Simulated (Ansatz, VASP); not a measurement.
**BiTe in VASP and in Ansatz**

Contents of INCAR:

```
PREC = Accurate
ENCUT = 520
EDIFF = 1E-7
ISMEAR = -1
SIGMA = 0.08
LREAL = False
LASPH = True
NELM = 80
ALGO = Normal
ISIF = 2
LWAVE = False
LCHARG = False
NBANDS = 18
```

The input KPOINTS:

```
Automatic mesh
0
Gamma
  10 10 10
```

POSCAR

```
BiTe
1.0
    0.0000000000      3.2350000000      3.1703000000
    3.2350000000      0.0000000000      3.1703000000
    3.2350000000      3.2350000000      0.0000000000
Bi Te
1 1
Direct
    0.0000000000      0.0000000000      0.0000000000
    0.5000000000      0.5000000000      0.5000000000
```

Input for Ansatz:

```yaml
crystal:
  lattice:
    - [0.0, 3.235, 3.1703]
    - [3.235, 0.0, 3.1703]
    - [3.235, 3.235, 0.0]
  atoms:
    - { symbol: Bi, position: [0.0, 0.0, 0.0] }
    - { symbol: Te, position: [0.5, 0.5, 0.5] }
kpoints:
  mp_grid: { grid: [10, 10, 10] }
  band_path:
    path:
      - [0.0, 0.0, 0.0]
      - [0.0, 0.5, 0.5]
      - [0.25, 0.75, 0.5]
      - [0.0, 0.5, 0.0]
      - [0.0, 0.0, 0.0]
      - [0.5, 0.5, 0.0]
      - [0.3801541025, 0.6198458975, 0.0]
      - [-0.3801541025, 0.3801541025, 0.0]
      - [0.0, 0.0, 0.0]
    npoints: 5
scf:
  occupations: { method: fermi_dirac, width: 0.08 }
hamiltonian:
  xc: lda
  pseudopotentials: { kind: all_electron, lapw: { basis_error: 0.0005 } }
output:
  forces: true
  stress: true
  eigenvalues: true
```

Change from the starting cell: zz strain of -2 %.

Alike in both runs: task single point; functional LDA; k mesh 10 × 10 × 10; occupations fermi-dirac, width 0.08 eV; no spin polarisation.

|  | VASP | Ansatz |
| --- | --- | --- |
| version | VASP 6.6.1 | Ansatz 0.2.0 |
| potentials or method | VASP PAW LDA potentials, release 64 (Bi_d, Te), cutoff 520 eV | all-electron LAPW, scalar-relativistic |

Ansatz gave:

| Quantity | Value |
| --- | --- |
| pressure (GPa) | -1.8 |
| traceless stress, the component that is largest in VASP (GPa) | 1.06 |

Question: Which values does VASP return?

Answer: Pressure (GPa): -1.8; traceless stress, the component that is largest in VASP (GPa): 1.07.

LDA's correlation is that of Perdew and Zunger in VASP and of Perdew and Wang (1992) in Ansatz. Ansatz ran all-electron here, and VASP with PAW potentials.

Neither program's run includes spin-orbit coupling.
